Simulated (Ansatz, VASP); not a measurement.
# Two plane-wave programs on VO2

File INCAR:

```
SYSTEM = VO2
PREC = Accurate
ENCUT = 600
EDIFF = 1E-6
ISMEAR = 0
SIGMA = 0.05
LREAL = .False.
LASPH = .True.
NELM = 200
ALGO = Normal
ISIF = 2
LWAVE = .False.
LCHARG = .True.
ISPIN = 2
MAGMOM = 1 1 0 0 0 0
LORBIT = 11
LMAXMIX = 4
LDAU = .True.
LDAUTYPE = 2
LDAUL = 2 -1
LDAUU = 3.25 0
LDAUJ = 0 0
LDAUPRINT = 1
GGA = PE
LELF = .True.
LVHAR = .True.
NBANDS = 38
GGA_COMPAT = .False.
```

KPOINTS

```
regular mesh
0
Gamma
  4 4 6
  0 0 0
```

File POSCAR:

```
VO2
1.0
    4.5300000000      0.0000000000      0.0000000000
    0.0000000000      4.5300000000      0.0000000000
    0.0000000000      0.0000000000      2.8690000000
V O
2 4
Direct
    0.0000000000      0.0000000000      0.0000000000
    0.5000000000      0.5000000000      0.5000000000
    0.3050000000      0.3050000000      0.0000000000
    0.1950000000      0.8050000000      0.5000000000
    0.6950000000      0.6950000000      0.0000000000
    0.8050000000      0.1950000000      0.5000000000
```

Input for Ansatz:

```yaml
crystal:
  lattice:
    - [4.53, 0.0, 0.0]
    - [0.0, 4.53, 0.0]
    - [0.0, 0.0, 2.869]
  atoms:
    - { symbol: V, position: [0.0, 0.0, 0.0], spin: 1.0 }
    - { symbol: V, position: [0.5, 0.5, 0.5], spin: 1.0 }
    - { symbol: O, position: [0.305, 0.305, 0.0] }
    - { symbol: O, position: [0.195, 0.805, 0.5] }
    - { symbol: O, position: [0.695, 0.695, 0.0] }
    - { symbol: O, position: [0.805, 0.195, 0.5] }
basis:
  ecutwfc: 420
  ecutrho_ratio: 4
kpoints:
  mp_grid: { grid: [4, 4, 6] }
hamiltonian:
  xc: pbe
  hubbard: { sites: [{ species: V, l: d, u_eff: 3.25 }] }
scf:
  occupations: { method: gaussian, width: 0.05 }
  lower_state_search: "off"
output:
  forces: true
  stress: true
  eigenvalues: true
  populations: true
  hubbard: { sites: [{ species: V, l: d }] }
magnetization:
  spin_polarized: true
checkpoint:
  read: start.run
  write: ck
  compress: false
  write_wavefunctions: false
  write_every: 100000
```

Alike in both runs: task single point; functional PBE; k mesh 4 × 4 × 6; occupations gaussian, width 0.05 eV; collinear spin; Hubbard terms V d U = 3.25 eV.

|  | VASP | Ansatz |
| --- | --- | --- |
| version | VASP 6.6.1 | Ansatz 0.2.0 |
| potentials or method | VASP PAW PBE potentials, release 64 (V_sv, O), cutoff 600 eV | scalar-relativistic, plane waves, PAW |
| valence electrons in the cell | 50 | 50 |

Ansatz gave:

| Item | Value |
| --- | --- |
| gap on the k mesh at the Fermi level (eV) | 0.73 |
| least direct gap on the mesh (eV) | 1.03 |
| pressure (GPa) | 11.7 |
| traceless stress, the component that is largest in VASP (GPa) | 11.54 |
| rms of the force components (eV/Å) | 0.396 |
| net moment per atom (μB) | 0.33 |
| size of the moment on the site where the two differ most (μB) | 0.85 |

**Question.** What did VASP give for the same quantities?

**Answer.** gap on the k mesh at the Fermi level (eV): 0.78; least direct gap on the mesh (eV): 1.02; pressure (GPa): 15.5; traceless stress, the component that is largest in VASP (GPa): 12.73; rms of the force components (eV/Å): 0.463; net moment per atom (μB): 0.33; size of the moment on the site where the two differ most (μB): 1.05.

Site moments also hang on the region over which each program counts them. The programs project onto different local orbitals, so the same U acts differently, and such runs can settle in different states. Atom by atom the forces differ by 0.071 eV/Å (rms over components).
